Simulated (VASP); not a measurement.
**MnO: single point with LDA+U**

The system is MnO.

```
CELL_PARAMETERS angstrom
2.96949 0.00000 0.00000
-1.48474 2.57165 0.00000
0.00000 0.00000 2.89807
ATOMIC_POSITIONS crystal
Mn 0.00000 0.00000 0.00000
O 0.66667 0.33333 0.50000
```

* Program: VASP 6.6.1
* Task: single point
* Functional: LDA
* Potentials or basis: VASP PAW LDA potentials, release 64 (Mn_pv, O)
* Cutoff: 520 eV
* k mesh: 7 × 7 × 7
* Occupations: gaussian, width 0.05 eV
* Spin: collinear spin, ferromagnetic start
* Starting moments: [1.25, 0.0] μB
* Fixed moment: 1.25 μB
* Hubbard terms: Mn d U = 8.0 eV, J = 0.5 eV

```yaml
Pressure: -21.9 GPa
Net_moment: 1.25 μB per cell
Site_moments: Mn +1.76; O -0.38 μB
Valence_electrons_inside_the_program's_atomic_spheres: Mn 11.44; O 4.86
```

Stress tensor (GPa, compression positive):
```
-22.64   0.00   0.00
  0.00 -22.64   0.00
  0.00   0.00 -20.29
```

Eigenvalues of the final occupation matrices:
```csv
site,spin,trace,eigenvalues
site 1 d,1,3.42,0.03 0.81 0.81 0.89 0.89
site 1 d,2,1.64,0.05 0.05 0.29 0.29 0.94
```

Run time: 85 s on 1 thread of AMD EPYC 7R43 64-Core Processor (Zen 3), with other jobs on the host, peak memory 0.1 GiB.

Caveat: the total moment is fixed, so each spin has its own Fermi level; a cell with one magnetic atom can't hold antiferromagnetic order, which such compounds often take. The state reached can hang on the start; a lower one may exist.
